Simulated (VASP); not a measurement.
# Al (Fm-3m) in VASP: further runs, part 2 of 2

VASP 6.6.1. The steps go on from the part before.

## Step 3: Relaxation of cell and atoms, PBE, target pressure 2 GPa, at which the enthalpy is minimised

This run uses another cell than the first one, of 16.60 Å³/atom, 1.031 times its volume.

INCAR reads:

```
SYSTEM = Al
PREC = Accurate
ENCUT = 500
EDIFF = 1E-7
ISMEAR = 0
SIGMA = 0.1
LREAL = .False.
LASPH = .True.
NELM = 120
ALGO = Normal
ISIF = 3
LWAVE = .False.
LCHARG = .False.
GGA = PE
IBRION = 2
NSW = 60
EDIFFG = -0.01
PSTRESS = 20.0
GGA_COMPAT = .False.
NELMIN = 4
```

KPOINTS reads:

```
regular mesh
0
Gamma
  16 16 16
  0 0 0
```

POSCAR reads:

```
Al
1.0
    0.0000000000      2.0248050000      2.0248050000
    2.0248050000      0.0000000000      2.0248050000
    2.0248050000      2.0248050000      0.0000000000
Al
1
Direct
    0.0000000000      0.0000000000      0.0000000000
```

Potentials or basis: VASP PAW PBE potentials, release 64 (Al).

Run with:

```bash
$ cat potpaw_PBE.64/Al/POTCAR > POTCAR
$ mpirun -np 1 vasp_std > vasp.out
```

OUTCAR:

```text
SYSTEM = Al
   PREC = Accurate
   ENCUT = 500
   EDIFF = 1E-7
   ISMEAR = 0
   LREAL = .False.
   LASPH = .True.
   NELM = 120
   ISIF = 3
   GGA = PE
   IBRION = 2
   NSW = 60
   EDIFFG = -0.01
   PSTRESS = 20.0
   NELMIN = 4

 ion  position               nearest neighbor table
   1  0.000  0.000  0.000-

  LATTYP: Found a face centered cubic cell.
 ALAT       =     4.0496100000

  Lattice vectors:

 A1 = (   0.0000000000,   2.0248050000,   2.0248050000)
 A2 = (   2.0248050000,   0.0000000000,   2.0248050000)
 A3 = (   2.0248050000,   2.0248050000,   0.0000000000)

Analysis of symmetry for initial positions (statically):
=====================================================================
 Subroutine PRICEL returns:
 Original cell was already a primitive cell.

 Routine SETGRP: Setting up the symmetry group for a
 face centered cubic supercell.

 Subroutine GETGRP returns: Found 48 space group operations
 (whereof 48 operations were pure point group operations)
 out of a pool of 48 trial point group operations.

The static configuration has the point symmetry O_h .

Analysis of symmetry for dynamics (positions and initial velocities):
=====================================================================
 Subroutine PRICEL returns:
 Original cell was already a primitive cell.

 Routine SETGRP: Setting up the symmetry group for a
 face centered cubic supercell.

 Subroutine GETGRP returns: Found 48 space group operations
 (whereof 48 operations were pure point group operations)
 out of a pool of 48 trial point group operations.

The dynamic configuration has the point symmetry O_h .

 Subroutine INISYM returns: Found 48 space group operations
 (whereof 48 operations are pure point group operations),
 and found     1 'primitive' translations

----------------------------------------------------------------------------------------

                                     Primitive cell

  volume of cell :      16.6027

  direct lattice vectors                    reciprocal lattice vectors
     0.000000000  2.024805000  2.024805000    -0.246937359  0.246937359  0.246937359
     2.024805000  0.000000000  2.024805000     0.246937359 -0.246937359  0.246937359
     2.024805000  2.024805000  0.000000000     0.246937359  0.246937359 -0.246937359

  length of vectors
     2.863506692  2.863506692  2.863506692     0.427708053  0.427708053  0.427708053

  position of ions in fractional coordinates (direct lattice)
     0.000000000  0.000000000  0.000000000

  ion indices of the primitive-cell ions
   primitive index   ion index
                 1           1

----------------------------------------------------------------------------------------

 KPOINTS: regular mesh

Automatic generation of k-mesh.
 Grid dimensions read from file:
 generate k-points for:   16   16   16

 Generating k-lattice:

  Cartesian coordinates                     Fractional coordinates (reciprocal lattice)
    -0.015433585  0.015433585  0.015433585     0.062500000  0.000000000  0.000000000
     0.015433585 -0.015433585  0.015433585     0.000000000  0.062500000  0.000000000
     0.015433585  0.015433585 -0.015433585     0.000000000  0.000000000  0.062500000

  Length of vectors
     0.026731753  0.026731753  0.026731753

  Shift w.r.t. Gamma in fractional coordinates (k-lattice)
     0.000000000  0.000000000  0.000000000

 Subroutine IBZKPT returns following result:
 ===========================================

 Found    145 irreducible k-points:

 Following reciprocal coordinates:
            Coordinates               Weight
  0.000000  0.000000  0.000000      1.000000
  0.062500  0.000000  0.000000      8.000000
  0.125000  0.000000  0.000000      8.000000
  0.187500  0.000000  0.000000      8.000000
  0.250000  0.000000  0.000000      8.000000
  0.312500  0.000000  0.000000      8.000000
[... 16 lines left out ...]
 -0.125000  0.062500  0.000000     24.000000
 -0.062500  0.062500  0.000000     12.000000
 [... further k-points ...]
   k-points           NKPTS =    145   k-points in BZ     NKDIM =    145   number of bands    NBANDS=      5
   number of dos      NEDOS =    301   number of ions     NIONS =      1
   total plane-waves  NPLWV =  13824
   dimension x,y,z NGX =    24 NGY =   24 NGZ =   24
   dimension x,y,z NGXF=    48 NGYF=   48 NGZF=   48
   ions per type =               1
   NGX,Y,Z   is equivalent  to a cutoff of  13.93, 13.93, 13.93 a.u.
   NGXF,Y,Z  is equivalent  to a cutoff of  27.87, 27.87, 27.87 a.u.
 SYSTEM =  Al
   PREC   = accura    normal or accurate (medium, high low for compatibility)
   ISTART =      0    job   : 0-new  1-cont  2-samecut
   ICHARG =      2    charge: 1-file 2-atom 10-const
   ISPIN  =      1    spin polarized calculation?
   LNONCOLLINEAR =      F non collinear calculations
   LSORBIT =      F    spin-orbit coupling
   LASPH  =      T    aspherical Exc in radial PAW
   ENCUT  =  500.0 eV  36.75 Ry    6.06 a.u.   5.22  5.22  5.22*2*pi/ulx,y,z
   NELM   =    120;   NELMIN=  4; NELMDL= -5     # of ELM steps
   EDIFF  = 0.1E-06   stopping-criterion for ELM
   LREAL  =      F    real-space projection
   EDIFFG = -.1E-01   stopping-criterion for IOM
   NSW    =     60    number of steps for IOM
   IBRION =      2    ionic relax: 0-MD 1-quasi-New 2-CG
   NFREE  =      1    steps in history (QN), initial steepest desc. (CG)
   ISIF   =      3    stress and relaxation
   ISYM   =      2    0-nonsym 1-usesym 2-fastsym
   POTIM  = 0.5000    time-step for ionic-motion
   TEBEG  =    0.0;   TEEND  =   0.0 temperature during run
   PSTRESS=   20.0 pullay stress
   NELECT =       3.0000    total number of electrons
   NUPDOWN=      -1.0000    fix difference up-down
   EMIN   =  10.00;   EMAX   =-10.00  energy-range for DOS
   EFERMI =   0.00;   METHOD = LEGACY
   ISMEAR =     0;   SIGMA  =   0.10  broadening in eV -4-tet -1-fermi 0-gaus
   EFERMI_NEDOS =   21; number of points for ismear=-14 and -15
   IALGO  =     38    algorithm
   IMIX   =      4    mixing-type and parameters
     AMIX     =   0.40;   BMIX     =  1.00
     AMIX_MAG =   1.60;   BMIX_MAG =  1.00
  volume/ion in A,a.u.               =      16.60       112.04
  Fermi-wavevector in a.u.,A,eV,Ry     =   0.925526  1.748991 11.654733  0.856599
  Thomas-Fermi vector in A             =   2.051390
   LORBIT       =      0    0 simple, 1 ext, 2 COOP (PROOUT), +10 PAW based schemes
   GGA     = PE    functional components
   LHFCALC =     F    Hartree Fock is set to
   AEXX    =    0.0000 exact exchange contribution
   IVDW    =     0    specifies the selected vdW correction
   LEPSILON=     F    determine dielectric tensor
   LRPA    =     F    only Hartree local field effects (RPA)
 conjugate gradient relaxation of ions
 non-spin polarized calculation
 Gauss-broadening in eV      SIGMA  =   0.10
  energy-cutoff  :      500.00
  volume of cell :       16.60
 maximum number of plane-waves:       444
 NGX is ok and might be reduce to    24
   NGX = 11   NGY = 11   NGZ = 11

--------------------------------------- Ionic step        1  -------------------------------------------

 number of electron       3.0000000 magnetization

 Free energy of the ion-electron system (eV)
  ---------------------------------------------------
  ext. energy  EPLUGINS =         0.00000000
  ---------------------------------------------------
  free energy    TOTEN  =        -3.75193094 eV

  energy without entropy =       -3.75070267  energy(sigma->0) =       -3.75131681

------------------------ aborting loop because EDIFF is reached ----------------------------------------

  FORCE on cell =-STRESS in cart. coord.  units (eV):
  Direction    XX          YY          ZZ          XY          YZ          ZX
  --------------------------------------------------------------------------------------
  -------------------------------------------------------------------------------------
  Total       -0.0606900     -0.0606900     -0.0606900      0.0000000     -0.0000000     -0.0000000
  in kB       -5.8566345     -5.8566345     -5.8566345      0.0000000     -0.0000000     -0.0000000
  external PRESSURE =     -25.8566345 kB  Pullay stress =      20.0000000 kB
[... 61 lines left out ...]
--------------------------------------- Ionic step        3  -------------------------------------------

 number of electron       3.0000000 magnetization

 Free energy of the ion-electron system (eV)
  ---------------------------------------------------
  ext. energy  EPLUGINS =         0.00000000
  ---------------------------------------------------
  free energy    TOTEN  =        -3.74977765 eV

  energy without entropy =       -3.74859345  energy(sigma->0) =       -3.74918555

 E-fermi :   8.3019     XC(G=0): -10.2887

 val. band max:        8.2613341024   @ k =  -0.2500   0.3125   0.1250
 cond. band min:       8.3916421114   @ k =  -0.2500   0.5000   0.2500
 fundamental gap:      0.1303080091
 Fermi energy:         8.3018533577

 k-point     1 :       0.0000    0.0000    0.0000
  band No.  band energies     occupation
      1      -3.0438      2.00000
      2      21.0276      0.00000
      3      21.0276      0.00000
      4      21.0276      0.00000
      5      22.7134      0.00000
[... 177 lines left out ...]
 k-point    24 :      -0.0625    0.0625    0.0000
  band No.  band energies     occupation
      1      -2.7560      2.00000
      2      18.1562      0.00000
      3      18.9474      0.00000
      4      21.3077      0.00000
      5      22.8965      0.00000

 [... further k-points ...]

------------------------ aborting loop because EDIFF is reached ----------------------------------------

  FORCE on cell =-STRESS in cart. coord.  units (eV):
  Direction    XX          YY          ZZ          XY          YZ          ZX
  --------------------------------------------------------------------------------------
  -------------------------------------------------------------------------------------
  Total        0.2013830      0.2013830      0.2013830      0.0000000      0.0000000     -0.0000000
  in kB       20.0563526     20.0563526     20.0563526      0.0000000      0.0000000     -0.0000000
  external PRESSURE =       0.0563526 kB  Pullay stress =      20.0000000 kB
[... 20 lines left out ...]
  energy  without entropy=       -3.7485934524  energy(sigma->0) =       -3.74918555

  enthalpy is  TOTEN    =        -3.5489605259 eV   P V=        0.2008171282

 reached required accuracy - stopping structural energy minimisation
```

Run time: 17 s. Hardware: 1 thread of Intel Xeon Platinum 8375C at 2.90GHz (Ice Lake), shared host; peak memory 0.14 GiB.

What came out:

* Free energy: -3.7498 eV
* Relaxed volume: 16.09 Å³/atom
* Relaxed cell: a = 2.834 Å, b = 2.834 Å, c = 2.834 Å, α = 60.00°, β = 60.00°, γ = 60.00°
* Space group after relaxing (to 0.05 Å): Fm-3m (No. 225)
* Energy change on relaxing (the enthalpy is what falls): +2.2 meV/atom
* Ionic steps: 3
* Pressure after relaxing: 2.0 GPa

Step by step:
| step | energy change (eV) | largest force (eV/Å) | pressure (GPa) | volume (Å³) |
| --- | --- | --- | --- | --- |
| 1 | 0.0000 | 0.0000 | -0.59 | 16.60 |
| 2 | 0.0039 | 0.0000 | 2.68 | 15.97 |
| 3 | 0.0022 | 0.0000 | 2.01 | 16.09 |

Final structure:
```cif
data_structure
_symmetry_space_group_name_H-M 'P 1'
_symmetry_Int_Tables_number 1
_cell_length_a 2.8336
_cell_length_b 2.8336
_cell_length_c 2.8336
_cell_angle_alpha 60.000
_cell_angle_beta 60.000
_cell_angle_gamma 60.000
_cell_volume 16.09
loop_
_atom_site_label
_atom_site_type_symbol
_atom_site_fract_x
_atom_site_fract_y
_atom_site_fract_z
_atom_site_occupancy
Al1 Al 0.00000 0.00000 0.00000 1
```

Caveat: the cell is relaxed towards a set pressure, so the enthalpy falls and the energy may rise.
